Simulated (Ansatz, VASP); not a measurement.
**One calculation of CdTe, two programs**

The input POSCAR:

```
CdTe
1.0
    0.0000000000      3.1532974105      3.3109622810
    3.1532974105      0.0000000000      3.3109622810
    3.1532974105      3.1532974105      0.0000000000
Cd Te
1 1
Direct
    0.0000000000      0.0000000000      0.0000000000
    0.7500000000      0.7500000000      0.7500000000
```

The input INCAR.step1:

```
SYSTEM = CdTe
PREC = Accurate
ENCUT = 520
ISMEAR = 0
SIGMA = 0.05
LREAL = .FALSE.
LASPH = .TRUE.
NELM = 80
NBANDS = 16
GGA = PE
ALGO = Normal
EDIFF = 1E-4
LWAVE = .TRUE.
LCHARG = .FALSE.
```

Contents of INCAR.step2:

```
SYSTEM = CdTe
PREC = Accurate
ENCUT = 520
EDIFF = 1E-6
ISMEAR = 0
SIGMA = 0.05
LREAL = .FALSE.
LASPH = .TRUE.
NELM = 80
ALGO = Normal
ISIF = 2
LWAVE = .FALSE.
LCHARG = .TRUE.
METAGGA = R2SCAN
LMIXTAU = .TRUE.
LELF = .TRUE.
LVHAR = .TRUE.
NBANDS = 16
ISTART = 1
```

File KPOINTS:

```
regular mesh
0
G
  8 8 8
  0 0 0
```

Input for Ansatz:

```yaml
crystal:
  lattice:
    - [0.0, 3.1532974105, 3.310962281]
    - [3.1532974105, 0.0, 3.310962281]
    - [3.1532974105, 3.1532974105, 0.0]
  atoms:
    - { symbol: Cd, position: [0.0, 0.0, 0.0] }
    - { symbol: Te, position: [0.75, 0.75, 0.75] }
basis:
  ecutwfc: 500
kpoints:
  mp_grid: { grid: [8, 8, 8] }
hamiltonian:
  xc: r2scan
scf:
  occupations: { method: gaussian, width: 0.05 }
output:
  forces: true
  stress: true
  eigenvalues: true
```

Alike in both runs: task single point; functional r2SCAN; k mesh 8 × 8 × 8; occupations gaussian, width 0.05 eV; no spin polarisation.

|  | VASP | Ansatz |
| --- | --- | --- |
| version | VASP 6.6.1 | Ansatz 0.2.0 |
| potentials or method | VASP PAW PBE potentials, release 64 (Cd, Te), cutoff 520 eV | scalar-relativistic, plane waves, PAW |
| valence electrons in the cell | 18 | 36 |

|  | VASP | Ansatz | Ansatz less VASP |
| --- | --- | --- | --- |
| gap on the k mesh at the Fermi level (eV) | 1.31 | 1.32 | +0.004 |
| least direct gap on the mesh (eV) | 1.31 | 1.32 | +0.004 |
| pressure (GPa) | 3.3 | 3.2 | -0.15 |
| traceless stress, the component that is largest in VASP (GPa) | -0.53 | -0.53 | +0.002 |

VASP's potentials were made for PBE, not for r2SCAN. The functional is the same, so the differences come from potentials, cutoffs and numerics. VASP's potentials hold 18 valence electrons a cell and Ansatz's 36, so a difference there can come from the potentials and not from the codes.

Spin-orbit coupling is off throughout.
